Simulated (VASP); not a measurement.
CuI:

```
Cu I
1.0
     0.00000    3.02600    3.02600
     3.02600    0.00000    3.02600
     3.02600    3.02600    0.00000
Cu I
1 1
Direct
  0.00000 0.00000 0.00000
  0.25000 0.25000 0.25000
```

Base run:

```yaml
Program: VASP 6.6.1
Functional: PBE
Potentials_or_basis: VASP PAW PBE potentials, release 64 (Cu, I)
Cutoff: 600 eV
k_mesh: 6 × 6 × 6
Occupations: gaussian, width 0.01 eV
Spin: no spin polarisation
```

Its results: band gap on the k mesh 1.16 eV, direct; pressure 0.6 GPa.

Task: After a change of settings the same cell gave: band gap on the k mesh 1.21 eV, direct; pressure 5.3 GPa. Which change was it?
A. k mesh from 6 × 6 × 6 to 8 × 8 × 8
B. k mesh from 6 × 6 × 6 to 4 × 4 × 4
C. k mesh from 6 × 6 × 6 to 2 × 2 × 2

Result: C.

Caveats: some runs use coarse meshes; spin-orbit coupling is left out, which moves the levels of the heavy elements.
